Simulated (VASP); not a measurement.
# Sb in VASP: notebook

Aim: see how the results for Sb move with the level of theory and the settings. Levels: PBE, LDA. Tasks: single point.

Program: VASP 6.6.1. These are calculated values, not measurements. Logs are shortened: lines on timing, memory, paths and dates and some standing lists are left out, and cuts for length are marked.

## Step 1: The cell of the first run

Symmetry: I4/mmm, No. 139, tetragonal system. The conventional cell has a = 3.195 Å, b = 3.195 Å, c = 5.495 Å, α = 90.00°, β = 90.00°, γ = 90.00°. Within 4.2 Å of Sb (site symmetry 4/mmm) lie 12 Sb at 3.19 to 3.56 Å.

## Step 2: Single point, PBE (volume scaled by 1.04)

The input, INCAR:

```
ALGO = Normal ; EDIFF = 1E-6
ENCUT = 520 ; GGA = PE
ISIF = 2 ; ISMEAR = -1
LASPH = True ; LCHARG = False
LREAL = False ; LWAVE = False
NBANDS = 8 ; NELM = 100
PREC = Accurate ; SIGMA = 0.05
```

The input, KPOINTS:

```
k-points
0
Gamma
  12 12 12
```

The input, POSCAR:

```
Sb
1.0
   -1.5972865120      1.5972865120      2.7476259243
    1.5972865120     -1.5972865120      2.7476259243
    1.5972865120      1.5972865120     -2.7476259243
Sb
1
Direct
    0.0000000000      0.0000000000      0.0000000000
```

Potentials or basis: VASP PAW PBE potentials, release 64 (Sb).

Launch:

```bash
$ cat potpaw_PBE.64/Sb/POTCAR > POTCAR
$ mpirun -np 1 vasp_std > vasp.out
```

OUTCAR:

```text
EDIFF = 1E-6
   ENCUT = 520
   GGA = PE
   ISIF = 2
   ISMEAR = -1
   LASPH = True
   LREAL = False
   NELM = 100
   PREC = Accurate

 ion  position               nearest neighbor table
   1  0.000  0.000  0.000-

  LATTYP: Found a body centered tetragonal cell.
 ALAT       =     3.1945730240
 C/A-ratio  =     1.7201835135

  Lattice vectors:

 A1 = (  -1.5972865120,   1.5972865120,   2.7476259243)
 A2 = (   1.5972865120,  -1.5972865120,   2.7476259243)
 A3 = (   1.5972865120,   1.5972865120,  -2.7476259243)

Analysis of symmetry for initial positions (statically):
=====================================================================
 Subroutine PRICEL returns:
 Original cell was already a primitive cell.

 Routine SETGRP: Setting up the symmetry group for a
 body centered tetragonal supercell.

 Subroutine GETGRP returns: Found 16 space group operations
 (whereof 16 operations were pure point group operations)
 out of a pool of 16 trial point group operations.

The static configuration has the point symmetry D_4h.

Analysis of symmetry for dynamics (positions and initial velocities):
=====================================================================
 Subroutine PRICEL returns:
 Original cell was already a primitive cell.

 Routine SETGRP: Setting up the symmetry group for a
 body centered tetragonal supercell.

 Subroutine GETGRP returns: Found 16 space group operations
 (whereof 16 operations were pure point group operations)
 out of a pool of 16 trial point group operations.

The dynamic configuration has the point symmetry D_4h.

 Subroutine INISYM returns: Found 16 space group operations
 (whereof 16 operations are pure point group operations),
 and found     1 'primitive' translations

----------------------------------------------------------------------------------------

                                     Primitive cell

  volume of cell :      28.0403

  direct lattice vectors                    reciprocal lattice vectors
    -1.597286512  1.597286512  2.747625924     0.000000000  0.313030878  0.181975281
     1.597286512 -1.597286512  2.747625924     0.313030878  0.000000000  0.181975281
     1.597286512  1.597286512 -2.747625924     0.313030878  0.313030878  0.000000000

  length of vectors
     3.556978581  3.556978581  3.556978581     0.362081943  0.362081943  0.442692514

  position of ions in fractional coordinates (direct lattice)
[... 71 lines left out ...]
   ISPIN  =      1    spin polarized calculation?
   LNONCOLLINEAR =      F non collinear calculations
   LSORBIT =      F    spin-orbit coupling
   LASPH  =      T    aspherical Exc in radial PAW
   ENCUT  =  520.0 eV  38.22 Ry    6.18 a.u.   6.61  6.61  6.61*2*pi/ulx,y,z
   NELM   =    100;   NELMIN=  2; NELMDL= -5     # of ELM steps
   EDIFF  = 0.1E-05   stopping-criterion for ELM
   LREAL  =      F    real-space projection
   EDIFFG = 0.1E-04   stopping-criterion for IOM
   NSW    =      0    number of steps for IOM
   IBRION =     -1    ionic relax: 0-MD 1-quasi-New 2-CG
   NFREE  =      0    steps in history (QN), initial steepest desc. (CG)
   ISIF   =      2    stress and relaxation
   ISYM   =      2    0-nonsym 1-usesym 2-fastsym
   POTIM  = 0.5000    time-step for ionic-motion
   TEBEG  =    0.0;   TEEND  =   0.0 temperature during run
   PSTRESS=    0.0 pullay stress
   NELECT =       5.0000    total number of electrons
   NUPDOWN=      -1.0000    fix difference up-down
   EMIN   =  10.00;   EMAX   =-10.00  energy-range for DOS
   EFERMI =   0.00;   METHOD = LEGACY
   ISMEAR =    -1;   SIGMA  =   0.05  broadening in eV -4-tet -1-fermi 0-gaus
   EFERMI_NEDOS =   21; number of points for ismear=-14 and -15
   IALGO  =     38    algorithm
   IMIX   =      4    mixing-type and parameters
     AMIX     =   0.40;   BMIX     =  1.00
     AMIX_MAG =   1.60;   BMIX_MAG =  1.00
  volume/ion in A,a.u.               =      28.04       189.23
  Fermi-wavevector in a.u.,A,eV,Ry     =   0.921447  1.741283 11.552228  0.849065
  Thomas-Fermi vector in A             =   2.046865
   LORBIT       =      0    0 simple, 1 ext, 2 COOP (PROOUT), +10 PAW based schemes
   GGA     = PE    functional components
   LHFCALC =     F    Hartree Fock is set to
   AEXX    =    0.0000 exact exchange contribution
   IVDW    =     0    specifies the selected vdW correction
   LEPSILON=     F    determine dielectric tensor
   LRPA    =     F    only Hartree local field effects (RPA)
 non-spin polarized calculation
  energy-cutoff  :      520.00
  volume of cell :       28.04
 maximum number of plane-waves:       768
   NGX = 13   NGY = 13   NGZ = 13

 number of electron       5.0000000 magnetization

 Free energy of the ion-electron system (eV)
  ---------------------------------------------------
  ext. energy  EPLUGINS =         0.00000000
  ---------------------------------------------------
  free energy    TOTEN  =        -3.84500252 eV

  energy without entropy =       -3.83918254  energy(sigma->0) =       -3.84209253

 E-fermi :   8.0153     XC(G=0): -10.0443

 val. band max:        8.0035248932   @ k =   0.3333   0.1667   0.0833
 cond. band min:       8.0435945060   @ k =   0.5000   0.2500   0.0000
 fundamental gap:      0.0400696129
 Fermi energy:         8.0153315028

 k-point     1 :       0.0000    0.0000    0.0000
  band No.  band energies     occupation
      1      -4.6368      2.00000
      2      12.3799      0.00000
      3      13.1734      0.00000
      4      13.1734      0.00000
      5      17.2363      0.00000
      6      18.4208      0.00000
      7      18.6098      0.00000
      8      18.6098      0.00000
[... 243 lines left out ...]
 k-point    24 :      -0.4167    0.1667    0.0000
  band No.  band energies     occupation
      1      -1.5881      2.00000
      2       4.5087      2.00000
      3       9.2542      0.00000
      4      10.6381      0.00000
      5      14.5753      0.00000
      6      16.3158      0.00000
      7      18.3345      0.00000
      8      21.4606      0.00000

 [... further k-points ...]
[... 5 lines left out ...]
  --------------------------------------------------------------------------------------
  -------------------------------------------------------------------------------------
  Total       -0.1171915     -0.1171915     -0.1566810      0.0000000      0.0000000      0.0000000
  in kB       -6.6961221     -6.6961221     -8.9524851      0.0000000      0.0000000      0.0000000
  external PRESSURE =      -7.4482431 kB  Pullay stress =       0.0000000 kB

 VOLUME and BASIS-vectors are now :
 -----------------------------------------------------------------------------
  energy-cutoff  :      520.00
  volume of cell :       28.04
      direct lattice vectors                 reciprocal lattice vectors
    -1.597286512  1.597286512  2.747625924     0.000000000  0.313030878  0.181975281
     1.597286512 -1.597286512  2.747625924     0.313030878  0.000000000  0.181975281
     1.597286512  1.597286512 -2.747625924     0.313030878  0.313030878  0.000000000

 POSITION                                       TOTAL-FORCE (eV/Angst)
 -----------------------------------------------------------------------------------
      0.00000      0.00000      0.00000        -0.000000      0.000000      0.000000
 -----------------------------------------------------------------------------------
    total drift:                                0.000000      0.000000      0.000000

  FREE ENERGIE OF THE ION-ELECTRON SYSTEM (eV)
  ---------------------------------------------------
  free  energy   TOTEN  =        -3.8450025177 eV

  energy  without entropy=       -3.8391825406  energy(sigma->0) =       -3.84209253
```

OSZICAR:

```text
N       E                     dE             d eps       ncg     rms          rms(c)
DAV:   1     0.517894131872E+01    0.51789E+01   -0.16513E+03  2632   0.407E+02
DAV:   2    -0.374474814041E+01   -0.89237E+01   -0.85702E+01  3656   0.523E+01
DAV:   3    -0.384996272555E+01   -0.10521E+00   -0.10506E+00  3096   0.634E+00
DAV:   4    -0.385030543610E+01   -0.34271E-03   -0.34271E-03  4200   0.452E-01
DAV:   5    -0.385030600962E+01   -0.57352E-06   -0.57384E-06  3248   0.112E-02    0.165E+00
DAV:   6    -0.384674735590E+01    0.35587E-02   -0.25124E-03  3192   0.255E-01    0.939E-01
DAV:   7    -0.384498214791E+01    0.17652E-02   -0.52196E-03  3072   0.370E-01    0.605E-02
DAV:   8    -0.384500206999E+01   -0.19922E-04   -0.99383E-05  3592   0.734E-02    0.789E-03
DAV:   9    -0.384500251775E+01   -0.44775E-06   -0.13429E-06  3760   0.846E-03
   1 F= -.38450025E+01 E0= -.38420925E+01  d E =-.581998E-02
```

stdout:

```text
POSCAR found type information on POSCAR Sb
 POSCAR found :  1 types and       1 ions
 scaLAPACK will be used
 LDA part: xc-table for (Slater+PW92), standard interpolation
 POSCAR, INCAR and KPOINTS ok, starting setup
 FFT: planning ... GRIDC
 FFT: planning ... GRID_SOFT
 FFT: planning ... GRID
 WAVECAR not read
 entering main loop
```

Run time: 24 s. Hardware: 1 thread of Intel Xeon Platinum 8259CL at 2.50GHz (Skylake/Cascade Lake), shared host; peak memory 0.18 GiB.

What came out:

```
Free energy : -3.8450 eV
Pressure    : -0.7 GPa
```

Caveat: spin-orbit coupling is left out, which moves the levels of the heavy elements.

## Step 3: Single point, PBE (volume scaled by 1.06)

The input, INCAR:

```
SYSTEM = Sb
PREC = Accurate
ENCUT = 520
EDIFF = 1E-6
ISMEAR = -1
SIGMA = 0.05
LREAL = .False.
LASPH = .True.
NELM = 60
ALGO = Normal
ISIF = 2
LWAVE = .False.
LCHARG = .True.
GGA = PE
LELF = .True.
LVHAR = .True.
NBANDS = 8
```

The input, KPOINTS:

```
regular mesh
0
Gamma
  12 12 12
  0 0 0
```

The input, POSCAR:

```
Sb
1.0
   -1.6074605858      1.6074605858      2.7651271982
    1.6074605858     -1.6074605858      2.7651271982
    1.6074605858      1.6074605858     -2.7651271982
Sb
1
Direct
    0.0000000000      0.0000000000      0.0000000000
```

Potentials or basis: VASP PAW PBE potentials, release 64 (Sb).

Launch:

```bash
$ cat potpaw_PBE.64/Sb/POTCAR > POTCAR
$ mpirun -np 1 vasp_std > vasp.out
```

Wall time 25 s (1 thread of Intel Xeon Platinum 8259CL at 2.50GHz (Skylake/Cascade Lake), shared host); peak memory 0.18 GiB.

It converged, with:

```yaml
Free_energy: -3.8407 eV
Pressure: -1.8 GPa
```

Levels at points of the mesh, in eV from the Fermi level:
| k point | band 1 | band 2 | band 3 | band 4 | band 5 | band 6 | band 7 |
| --- | --- | --- | --- | --- | --- | --- | --- |
| (0.00, 0.00, 0.00) | -12.51 | 4.24 | 5.03 | 5.03 | 9.16 | 10.28 | 10.53 |
| (0.50, 0.00, 0.00) | -9.02 | -5.44 | 1.64 | 4.97 | 5.99 | 9.84 | 10.41 |
| (0.50, 0.50, 0.00) | -6.78 | -4.13 | -0.98 | 0.58 | 3.49 | 4.40 | 15.35 |
| (0.50, 0.50, 0.50) | -9.17 | -5.31 | 2.00 | 2.00 | 5.83 | 5.93 | 17.78 |

Caveat: spin-orbit coupling is left out, which moves the levels of the heavy elements.

(Continued in part 2 of 2.)
